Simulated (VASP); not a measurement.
# Be12Ga in VASP: notebook

Be12Ga is run at these levels: PBE; tasks: single point.

Program: VASP 6.6.1. These are calculated values, not measurements. Logs are shortened: lines on timing, memory, paths and dates and some standing lists are left out, and cuts for length are marked.

## Step 1: The cell of the first run

The cell holds a slab with vacuum, 13 atoms: a = 4.580 Å, b = 4.580 Å, c = 15.588 Å, α = 90.00°, β = 90.00°, γ = 60.00°.

## Step 2: Single point, PBE

File INCAR:

```
SYSTEM = Be12Ga
ALGO = Normal
EDIFF = 1E-6
ENCUT = 520
GGA = PE
ISIF = 2
ISMEAR = 0
LASPH = .TRUE.
LCHARG = .TRUE.
LELF = .TRUE.
LREAL = .FALSE.
LVHAR = .TRUE.
LWAVE = .FALSE.
NBANDS = 30
NELM = 100
PREC = Accurate
SIGMA = 0.05
```

File KPOINTS:

```
k-points
0
G
  6 6 1
  0 0 0
```

File POSCAR:

```
Be12Ga
1.0
    4.5800000000      0.0000000000      0.0000000000
    2.2900000000      3.9663960000      0.0000000000
    0.0000000000      0.0000000000     15.5884300000
Be Ga
12 1
Direct
    0.0000000000      0.0000000000      0.0641501000
    0.5000000000      0.0000000000      0.0641501000
    0.0000000000      0.5000000000      0.0641501000
    0.5000000000      0.5000000000      0.0641501000
   -0.1659091276      0.3317041232      0.1821040459
    0.3330813488      0.3339988403      0.1798473592
   -0.1648766331      0.8342660570      0.1818157507
    0.3307846183      0.8341240810      0.1818454766
   -0.0002887183      0.0007782115      0.3025097320
    0.5010641011     -0.0019724153      0.2962510421
   -0.0012204219      0.5010137909      0.2978350261
    0.5002144011      0.5008737662      0.2980913300
    0.3462389406      0.2989525021      0.4412972504
```

Potentials or basis: VASP PAW PBE potentials, release 64 (Be, Ga_d).

The run is started by

```sh
$ cat potpaw_PBE.64/Be/POTCAR potpaw_PBE.64/Ga_d/POTCAR > POTCAR
$ mpirun -np 1 vasp_std > vasp.out
```

OUTCAR:

```text
SYSTEM = Be12Ga
   EDIFF = 1E-6
   ENCUT = 520
   GGA = PE
   ISIF = 2
   ISMEAR = 0
   LASPH = .TRUE.
   LREAL = .FALSE.
   NELM = 100
   PREC = Accurate

 ion  position               nearest neighbor table
   1  0.000  0.000  0.064-   7 2.25   8 2.26   5 2.26   3 2.29   3 2.29   4 2.29   4 2.29   2 2.29
                             2 2.29
   2  0.500  0.000  0.064-   6 2.24   7 2.27   8 2.27   4 2.29   3 2.29   4 2.29   3 2.29   1 2.29
                             1 2.29
   3  0.000  0.500  0.064-   6 2.24   7 2.26   5 2.27   1 2.29   1 2.29   2 2.29   2 2.29   4 2.29
                             4 2.29
   4  0.500  0.500  0.064-   6 2.24   8 2.26   5 2.27   2 2.29   1 2.29   2 2.29   1 2.29   3 2.29
                             3 2.29
   5  0.834  0.332  0.182-  11 2.24  12 2.24   1 2.26   4 2.27   3 2.27   7 2.28   8 2.28   6 2.29
                             9 2.29   6 2.29   8 2.30   7 2.30
   6  0.333  0.334  0.180-   4 2.24   3 2.24   2 2.24  10 2.25  11 2.27  12 2.27   8 2.29   7 2.29
                             5 2.29   5 2.29   7 2.29   8 2.29
   7  0.835  0.834  0.182-  10 2.22  11 2.24   1 2.25   3 2.26   2 2.27   8 2.27   5 2.28   6 2.29
                             6 2.29   9 2.29   5 2.30   8 2.31
   8  0.331  0.834  0.182-  10 2.22  12 2.24   1 2.26   4 2.26   2 2.27   7 2.27   5 2.28   6 2.29
                             9 2.29   6 2.29   5 2.30   7 2.31
   9  1.000  0.001  0.303-  12 2.29  11 2.29   5 2.29  12 2.29  10 2.29  10 2.29  11 2.29   8 2.29
                             7 2.29
  10  0.501  0.998  0.296-   8 2.22   7 2.22   6 2.25  11 2.28  12 2.28   9 2.29   9 2.29  12 2.30
                            11 2.30  13 2.56
  11  0.999  0.501  0.298-   5 2.24   7 2.24   6 2.27  10 2.28  12 2.28   9 2.29   9 2.29  12 2.30
                            10 2.30  13 2.63
  12  0.500  0.501  0.298-   5 2.24   8 2.24   6 2.27  10 2.28  11 2.28   9 2.29   9 2.29  11 2.30
                            10 2.30  13 2.64
  13  0.346  0.299  0.441-  10 2.56  11 2.63  12 2.64

  LATTYP: Found a hexagonal cell.
 ALAT       =     4.5799996975
 C/A-ratio  =     3.4035875611

  Lattice vectors:

 A1 = (  -2.2900000000,  -3.9663960000,   0.0000000000)
 A2 = (   4.5800000000,   0.0000000000,   0.0000000000)
 A3 = (   0.0000000000,   0.0000000000,  15.5884300000)

Analysis of symmetry for initial positions (statically):
=====================================================================
 Subroutine PRICEL returns:
 Original cell was already a primitive cell.

 Routine SETGRP: Setting up the symmetry group for a
 hexagonal supercell.

 Subroutine GETGRP returns: Found  1 space group operations
[... 149 lines left out ...]
   ISMEAR =     0;   SIGMA  =   0.05  broadening in eV -4-tet -1-fermi 0-gaus
   EFERMI_NEDOS =   21; number of points for ismear=-14 and -15
   IALGO  =     38    algorithm
   IMIX   =      4    mixing-type and parameters
     AMIX     =   0.40;   BMIX     =  1.00
     AMIX_MAG =   1.60;   BMIX_MAG =  1.00
  volume/ion in A,a.u.               =      21.78       147.00
  Fermi-wavevector in a.u.,A,eV,Ry     =   0.830719  1.569831  9.389298  0.690094
  Thomas-Fermi vector in A             =   1.943484
   LORBIT       =      0    0 simple, 1 ext, 2 COOP (PROOUT), +10 PAW based schemes
   GGA     = PE    functional components
   LHFCALC =     F    Hartree Fock is set to
   AEXX    =    0.0000 exact exchange contribution
   IVDW    =     0    specifies the selected vdW correction
   LEPSILON=     F    determine dielectric tensor
   LRPA    =     F    only Hartree local field effects (RPA)
 non-spin polarized calculation
 Gauss-broadening in eV      SIGMA  =   0.05
  energy-cutoff  :      520.00
  volume of cell :      283.18
 maximum number of plane-waves:      7731
 NGX is ok and might be reduce to    36
   NGX = 17   NGY = 17   NGZ = 57

 number of electron      37.0000000 magnetization

 Free energy of the ion-electron system (eV)
  ---------------------------------------------------
  ext. energy  EPLUGINS =         0.00000000
  ---------------------------------------------------
  free energy    TOTEN  =       -44.07962605 eV

  energy without entropy =      -44.07106987  energy(sigma->0) =      -44.07534796

 E-fermi :  -0.2371     XC(G=0):  -5.8430

 val. band max:       -0.4651605953   @ k =   0.3333   0.3333   0.0000
 cond. band min:      -0.2242136201   @ k =   0.3333  -0.1667   0.0000
 fundamental gap:      0.2409469752
 Fermi energy:        -0.2370989337

 k-point     1 :       0.0000    0.0000    0.0000
  band No.  band energies     occupation
      1     -14.8461      2.00000
      2     -14.8456      2.00000
      3     -14.7963      2.00000
      4     -14.7912      2.00000
      5     -14.7788      2.00000
      6      -9.9081      2.00000
[... 649 lines left out ...]
     29       5.9478      0.00000
     30       6.2448      0.00000

------------------------ aborting loop because EDIFF is reached ----------------------------------------

  FORCE on cell =-STRESS in cart. coord.  units (eV):
  Direction    XX          YY          ZZ          XY          YZ          ZX
  --------------------------------------------------------------------------------------
  -------------------------------------------------------------------------------------
  Total       -9.3787380     -9.4085762      0.0408421      0.0023226     -0.0021903     -0.0011681
  in kB      -53.0629094    -53.2317277      0.2310761      0.0131407     -0.0123925     -0.0066087
  external PRESSURE =     -35.3545203 kB  Pullay stress =       0.0000000 kB

 VOLUME and BASIS-vectors are now :
 -----------------------------------------------------------------------------
  energy-cutoff  :      520.00
  volume of cell :      283.18
      direct lattice vectors                 reciprocal lattice vectors
     4.580000000  0.000000000  0.000000000     0.218340611 -0.126059022  0.000000000
     2.290000000  3.966396000  0.000000000     0.000000000  0.252118044  0.000000000
     0.000000000  0.000000000 15.588430000     0.000000000  0.000000000  0.064150142

 POSITION                                       TOTAL-FORCE (eV/Angst)
 -----------------------------------------------------------------------------------
      0.00000      0.00000      1.00000        -0.001127     -0.003896      0.065660
      2.29000      0.00000      1.00000         0.001511     -0.153547     -0.040125
      1.14500      1.98320      1.00000        -0.126480      0.079880     -0.019571
      3.43500      1.98320      1.00000         0.126265      0.078026     -0.016572
      4.57974      1.31567      2.83872        -0.000091      0.000044     -0.004203
      2.29037      1.32477      2.80354        -0.000087     -0.000601      0.000536
      5.73533      3.30903      2.83422         0.001969      0.000611     -0.003740
      3.42514      3.30847      2.83469        -0.001709      0.000372     -0.003882
      4.58046      0.00309      4.71565        -0.000593     -0.004284      0.007324
      4.58036      3.95857      4.61809         0.000054      0.001049      0.004905
      5.72173      1.98722      4.64278        -0.001751      0.000712      0.004679
      3.43798      1.98666      4.64678         0.002439      0.001075      0.004841
      2.27038      1.18576      6.87913        -0.000400      0.000559      0.000148
 -----------------------------------------------------------------------------------
    total drift:                               -0.000141      0.000183     -0.000491

  FREE ENERGIE OF THE ION-ELECTRON SYSTEM (eV)
  ---------------------------------------------------
  free  energy   TOTEN  =       -44.0796260480 eV

  energy  without entropy=      -44.0710698667  energy(sigma->0) =      -44.07534796
```

OSZICAR:

```text
N       E                     dE             d eps       ncg     rms          rms(c)
DAV:   1     0.156391652115E+03    0.15639E+03   -0.13887E+04  1200   0.103E+03
DAV:   2    -0.325361823095E+02   -0.18893E+03   -0.17890E+03  1402   0.232E+02
DAV:   3    -0.487035774064E+02   -0.16167E+02   -0.15891E+02  1518   0.736E+01
[... 11 lines left out ...]
DAV:  15    -0.440794763079E+02   -0.54367E-03   -0.93712E-05  1344   0.416E-02    0.656E-03
DAV:  16    -0.440796140891E+02   -0.13778E-03   -0.28575E-05  1320   0.193E-02    0.215E-03
DAV:  17    -0.440796236580E+02   -0.95690E-05   -0.29273E-06  1260   0.652E-03    0.717E-04
DAV:  18    -0.440796252695E+02   -0.16114E-05   -0.28059E-07  1150   0.250E-03    0.381E-04
DAV:  19    -0.440796260480E+02   -0.77858E-06   -0.23043E-07  1092   0.179E-03
   1 F= -.44079626E+02 E0= -.44075348E+02  d E =-.855618E-02
```

stdout:

```text
POSCAR found type information on POSCAR BeGa
 POSCAR found :  2 types and      13 ions
 scaLAPACK will be used
 LDA part: xc-table for (Slater+PW92), standard interpolation
 POSCAR, INCAR and KPOINTS ok, starting setup
 FFT: planning ... GRIDC
 FFT: planning ... GRID_SOFT
 FFT: planning ... GRID
 WAVECAR not read
 entering main loop
```

It took 4.7 min on 1 thread of Oxide Virtual Turin-like, shared host; peak memory 0.42 GiB.

Results:

| Property | Result |
| --- | --- |
| Free energy | -44.0796 eV |
| Largest force | 0.159 eV/Å |
| Band gap on the k mesh | zero (an odd number of electrons rules out a gap without spin polarisation) |

Forces on the atoms (eV/Å):
```
Be  -0.001 -0.004  0.066
Be   0.002 -0.154 -0.040
Be  -0.126  0.080 -0.020
Be   0.126  0.078 -0.017
Be   0.000  0.000 -0.004
Be   0.000 -0.001  0.001
Be   0.002  0.001 -0.004
Be  -0.002  0.000 -0.004
Be  -0.001 -0.004  0.007
Be   0.000  0.001  0.005
Be  -0.002  0.001  0.005
Be   0.002  0.001  0.005
Ga   0.000  0.001  0.000
```

Caveat: there is no dipole correction, which matters where the two faces differ.

## Step 3: Single point, PBE

File INCAR:

```
SYSTEM = Be12Ga
  PREC = Accurate
  ENCUT = 520
  EDIFF = 1E-6
  ISMEAR = 0
  SIGMA = 0.05
  LREAL = .False.
  LASPH = .True.
  NELM = 60
  ALGO = Normal
  ISIF = 2
  LWAVE = .False.
  LCHARG = .False.
  GGA = PE
  NBANDS = 30
```

File KPOINTS:

```
Automatic mesh
0
Gamma
  6 6 1
  0 0 0
```

File POSCAR:

```
Be12Ga
1.0
    4.5800000000      0.0000000000      0.0000000000
    2.2900000000      3.9663960000      0.0000000000
    0.0000000000      0.0000000000     15.5884300000
Be Ga
12 1
Direct
    0.0000000000      0.0000000000      0.0641500780
    0.5000000000      0.0000000000      0.0641500780
    0.0000000000      0.5000000000      0.0641500780
    0.5000000000      0.5000000000      0.0641500780
   -0.1659090602      0.3317041465      0.1821040349
    0.3330813235      0.3339989250      0.1798473612
   -0.1648767532      0.8342661701      0.1818157441
    0.3307847371      0.8341239755      0.1818455098
   -0.0002887075      0.0007782884      0.3025097460
    0.5010641073     -0.0019723195      0.2962510657
   -0.0012204204      0.5010137667      0.2978350610
    0.5002143895      0.5008738411      0.2980913408
    0.3462390339      0.2989525000      0.4412972313
```

Potentials or basis: VASP PAW PBE potentials, release 64 (Be, Ga_d).

The run is started by

```sh
$ cat potpaw_PBE.64/Be/POTCAR potpaw_PBE.64/Ga_d/POTCAR > POTCAR
$ mpirun -np 1 vasp_std > vasp.out
```

Run time: 6 min. Hardware: 1 thread of Oxide Virtual Turin-like, shared host; peak memory 0.41 GiB.

The run converged. Its results:

| Quantity | Value |
| --- | --- |
| Free energy | -44.0796 eV |
| Largest force | 0.159 eV/Å |
| Band gap on the k mesh | zero (an odd number of electrons rules out a gap without spin polarisation) |

Forces in eV/Å, atoms in the order of the input:
```
Be  -0.001 -0.004  0.066
Be   0.002 -0.154 -0.040
Be  -0.126  0.080 -0.020
Be   0.126  0.078 -0.017
Be   0.000  0.000 -0.004
Be   0.000 -0.001  0.001
Be   0.002  0.001 -0.004
Be  -0.002  0.000 -0.004
Be  -0.001 -0.004  0.007
Be   0.000  0.001  0.005
Be  -0.002  0.001  0.005
Be   0.002  0.001  0.005
Ga   0.000  0.001  0.000
```

Levels at points of the mesh, in eV from the Fermi level:
```
           k point  band 15  band 16  band 17  band 18  band 19  band 20  band 21  band 22
(0.00, 0.00, 0.00)    -2.02    -1.83    -1.78    -1.78    -1.35     1.87     1.98     2.59
(0.50, 0.00, 0.00)    -2.29    -1.57    -0.40     0.15     0.21     0.42     2.38     2.42
(0.50, 0.50, 0.00)    -2.29    -1.57    -0.41     0.15     0.21     0.42     2.38     2.42
(0.00, 0.50, 0.00)    -2.29    -1.56    -0.40     0.16     0.20     0.42     2.36     2.43
```

Caveat: there is no dipole correction, which matters where the two faces differ.

## Step 4: Single point, PBE

File INCAR:

```
ALGO     = Normal         # electronic algorithm
EDIFF    = 1E-6           # SCF threshold, eV
ENCUT    = 520            # plane-wave cutoff, eV
GGA      = PE             # functional
ISIF     = 2              # what is computed and relaxed
ISMEAR   = 0              # smearing method
LASPH    = T              # aspherical terms in the spheres
LCHARG   = F              # write CHGCAR
LREAL    = F              # projectors in reciprocal space
LWAVE    = F              # write WAVECAR
NBANDS   = 30             # bands
NELM     = 100            # most SCF steps
PREC     = Accurate       # precision mode
SIGMA    = 0.05           # smearing width, eV
```

File KPOINTS:

```
k-points
0
Gamma
  6 6 1
```

File POSCAR:

```
Be12Ga
1.0
    4.5800000000      0.0000000000      0.0000000000
    2.2900000000      3.9663960000      0.0000000000
    0.0000000000      0.0000000000     15.5884300000
Be Ga
12 1
Direct
    0.0000000000      0.0000000000      0.0641500780
    0.5000000000      0.0000000000      0.0641500780
    0.0000000000      0.5000000000      0.0641500780
    0.5000000000      0.5000000000      0.0641500780
   -0.1642965103      0.3304004441      0.1816744855
    0.3327952932      0.3327164005      0.1798334406
   -0.1661325041      0.8339217768      0.1822080222
    0.3304885943      0.8356830735      0.1816870589
   -0.0004710917     -0.0005765940      0.3024284678
    0.4999790170     -0.0009383834      0.2984854793
   -0.0009911529      0.4999657119      0.2983631450
    0.5012048550      0.5011090673      0.2952976021
    0.3620902262      0.3663837398      0.4411788743
```

Potentials or basis: VASP PAW PBE potentials, release 64 (Be, Ga_d).

The run is started by

```sh
$ cat potpaw_PBE.64/Be/POTCAR potpaw_PBE.64/Ga_d/POTCAR > POTCAR
$ mpirun -np 1 vasp_std > vasp.out
```

OUTCAR:

```text
EDIFF = 1E-6
   ENCUT = 520
   GGA = PE
   ISIF = 2
   ISMEAR = 0
   LASPH = T
   LREAL = F
   NELM = 100
   PREC = Accurate

 ion  position               nearest neighbor table
   1  0.000  0.000  0.064-   5 2.25   8 2.25   7 2.26   3 2.29   3 2.29   4 2.29   4 2.29   2 2.29
                             2 2.29
   2  0.500  0.000  0.064-   6 2.23   8 2.26   7 2.27   4 2.29   3 2.29   4 2.29   3 2.29   1 2.29
                             1 2.29
[... 902 lines left out ...]
 -----------------------------------------------------------------------------
  energy-cutoff  :      520.00
  volume of cell :      283.18
      direct lattice vectors                 reciprocal lattice vectors
     4.580000000  0.000000000  0.000000000     0.218340611 -0.126059022  0.000000000
     2.290000000  3.966396000  0.000000000     0.000000000  0.252118044  0.000000000
     0.000000000  0.000000000 15.588430000     0.000000000  0.000000000  0.064150142

 POSITION                                       TOTAL-FORCE (eV/Angst)
 -----------------------------------------------------------------------------------
      0.00000      0.00000      1.00000         0.003892      0.003029      0.061009
      2.29000      0.00000      1.00000        -0.006877     -0.143529     -0.013792
      1.14500      1.98320      1.00000        -0.128720      0.065361     -0.015125
      3.43500      1.98320      1.00000         0.131693      0.074996     -0.055197
      4.58414      1.31050      2.83202        -0.000406      0.000356     -0.000190
      2.28612      1.31969      2.80332         0.000314      0.000231      0.001597
      5.72879      3.30766      2.84034        -0.000094     -0.000105     -0.000286
      3.42735      3.31465      2.83222         0.000160     -0.000645     -0.000463
      6.86652      3.96411      4.71439         0.000654      0.000753      0.005124
      4.57775      3.96267      4.65292        -0.000044     -0.001432      0.003659
      5.72038      1.98306      4.65101        -0.001038      0.000456      0.003694
      3.44306      1.98760      4.60323         0.001883      0.001020      0.004095
      2.49739      1.45322      6.87729        -0.001416     -0.000493      0.005874
 -----------------------------------------------------------------------------------
    total drift:                                0.000389      0.000277     -0.000645

  FREE ENERGIE OF THE ION-ELECTRON SYSTEM (eV)
  ---------------------------------------------------
  free  energy   TOTEN  =       -44.0794874012 eV

  energy  without entropy=      -44.0709521805  energy(sigma->0) =      -44.07521979
```

OSZICAR:

```text
N       E                     dE             d eps       ncg     rms          rms(c)
DAV:   1     0.156790087936E+03    0.15679E+03   -0.13861E+04  1200   0.103E+03
DAV:   2    -0.316468574934E+02   -0.18844E+03   -0.17836E+03  1410   0.232E+02
DAV:   3    -0.486696092261E+02   -0.17023E+02   -0.16693E+02  1566   0.752E+01
[... 11 lines left out ...]
DAV:  15    -0.440793398513E+02   -0.53916E-03   -0.93352E-05  1344   0.414E-02    0.652E-03
DAV:  16    -0.440794753061E+02   -0.13545E-03   -0.28161E-05  1326   0.194E-02    0.212E-03
DAV:  17    -0.440794850550E+02   -0.97488E-05   -0.29484E-06  1226   0.662E-03    0.711E-04
DAV:  18    -0.440794866301E+02   -0.15751E-05   -0.28155E-07  1172   0.261E-03    0.379E-04
DAV:  19    -0.440794874012E+02   -0.77109E-06   -0.23035E-07  1048   0.180E-03
   1 F= -.44079487E+02 E0= -.44075220E+02  d E =-.853522E-02
```

stdout:

```text
POSCAR found type information on POSCAR BeGa
 POSCAR found :  2 types and      13 ions
 scaLAPACK will be used
 LDA part: xc-table for (Slater+PW92), standard interpolation
 POSCAR, INCAR and KPOINTS ok, starting setup
 FFT: planning ... GRIDC
 FFT: planning ... GRID_SOFT
 FFT: planning ... GRID
 WAVECAR not read
 entering main loop
```

Run time: 6.9 min. Hardware: 1 thread of Oxide Virtual Turin-like, shared host; peak memory 0.4 GiB.

Results:

```yaml
Free_energy: -44.0795 eV
Largest_force: 0.161 eV/Å
Band_gap_on_the_k_mesh: zero (an odd number of electrons rules out a gap without spin polarisation)
```

Forces in eV/Å, atoms in the order of the input:
```
Be   0.004  0.003  0.061
Be  -0.007 -0.144 -0.014
Be  -0.129  0.065 -0.015
Be   0.132  0.075 -0.055
Be   0.000  0.000  0.000
Be   0.000  0.000  0.002
Be   0.000  0.000  0.000
Be   0.000 -0.001  0.000
Be   0.001  0.001  0.005
Be   0.000 -0.001  0.004
Be  -0.001  0.000  0.004
Be   0.002  0.001  0.004
Ga  -0.001  0.000  0.006
```

Caveat: there is no dipole correction, which matters where the two faces differ.

(Part 1 of 2 ends here.)

The gap in the log of VASP goes by the Fermi energy; the results here count the filled bands.